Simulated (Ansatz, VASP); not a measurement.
One calculation of MoS, two programs

```
Mo S
1.0
     4.05432    0.00000    0.00000
    -2.02716    3.51114    0.00000
     0.00000    0.00000    4.96834
Mo S
2 2
Cartesian
  0.0000 2.3408 1.2421
  2.0272 1.1704 3.7263
  0.0000 2.3408 3.7263
  2.0272 1.1704 1.2421
```

Alike in both runs: functional PBE; k mesh 12 × 12 × 10; occupations gaussian, width 0.1 eV; no spin polarisation.

Ansatz relaxed the structure, and its values are those at the end. VASP's run is a single point on that final structure, the one shown.

|  | VASP | Ansatz |
| --- | --- | --- |
| version | VASP 6.6.1 | Ansatz 0.2.0 |
| potentials or method | VASP PAW PBE potentials, release 64 (Mo_sv, S), cutoff 520 eV | scalar-relativistic, plane waves, PAW |
| valence electrons in the cell | 40 | 40 |

```csv
,VASP,Ansatz,Ansatz less VASP
gap on the k mesh at the Fermi level (eV),none,none,-
pressure (GPa),0.0,0.0,-0.05
```

A gap of «none» marks a metal or a gap that the smearing closes.
